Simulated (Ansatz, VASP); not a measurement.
# Two plane-wave programs on Te2Mo

```xyz
3
Lattice="3.4941 0.0000 0.0000 -1.7471 3.0260 0.0000 0.0000 0.0000 7.6701" Properties=species:S:1:pos:R:3 pbc="T T T"
Te    0.0000    2.0173    5.8502
Te    0.0000    2.0173    1.8199
Mo    0.0000    0.0000    0.0000
```

Alike in both runs: task relaxation of cell and atoms; functional PBE; dispersion D3(BJ); k mesh 9 × 9 × 4; occupations gaussian, width 0.02 eV; no spin polarisation.

```csv
,VASP,Ansatz
version,VASP 6.6.1,Ansatz 0.2.0
potentials or method,"VASP PAW PBE potentials, release 64 (Te, Mo_sv), cutoff 600 eV","scalar-relativistic, plane waves, PAW"
valence electrons in the cell,26,46
```

VASP gave:

| Item | Value |
| --- | --- |
| gap on the k mesh at the Fermi level, each at its own relaxed structure (eV) | 0.97 |
| relaxed volume (Å³/atom) | 26.87 |
| relaxed cell length with the largest relative difference (Å) | 3.494 |

Question: Estimate Ansatz's values.

Answer: gap on the k mesh at the Fermi level, each at its own relaxed structure (eV): 0.97; relaxed volume (Å³/atom): 26.89; relaxed cell length with the largest relative difference (Å): 3.495.

VASP's potentials hold 26 valence electrons a cell and Ansatz's 46, so a difference there can come from the potentials and not from the codes. Ansatz's warnings: relaxed geometry near dispersion switch.

Spin-orbit coupling is off throughout.
